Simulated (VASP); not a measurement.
**Tl: single point with PBE**

Tl:

```
CELL_PARAMETERS angstrom
0.00000 2.16500 2.16500
2.16500 0.00000 2.16500
2.16500 2.16500 0.00000
ATOMIC_POSITIONS crystal
Tl 0.00000 0.00000 0.00000
```

This isn't the form of Tl at room conditions, which is hcp.

| Property | Result |
| --- | --- |
| Program | VASP 6.6.1 |
| Task | single point |
| Functional | PBE |
| Potentials or basis | VASP PAW PBE potentials, release 64 (Tl_d) |
| Cutoff | 520 eV |
| k mesh | 4 × 4 × 4 |
| Occupations | fermi-dirac, width 0.05 eV |
| Spin | no spin polarisation |
| Dipole correction | no |
| Further INCAR settings | ALGO = Normal; EDIFF = 1e-07; NBANDS = 12 |

```json
{"Pressure": "39.5 GPa", "Band gap on the k mesh": "zero (an odd number of electrons rules out a gap without spin polarisation)"}
```

Levels at points of the mesh, in eV from the Fermi level:
```csv
k point,band 4,band 5,band 6,band 7,band 8,band 9
"(0.00, 0.00, 0.00)",-12.53,-11.89,-11.89,10.98,12.93,12.93
"(0.50, 0.00, 0.00)",-11.35,-11.35,-5.18,-4.76,10.42,10.48
"(0.50, 0.50, 0.00)",-11.20,-11.20,-3.24,-2.64,4.56,4.56
```

Run time: 2.8 s on 1 thread of Intel(R) Xeon(R) Platinum 8488C (Sapphire Rapids) (shared host), peak memory 0.13 GiB.

Caveat: the k points lie up to 0.63 Å⁻¹ apart, too coarse for converged energies and pressures of a metal; spin-orbit coupling is left out, which moves the levels of the heavy elements.
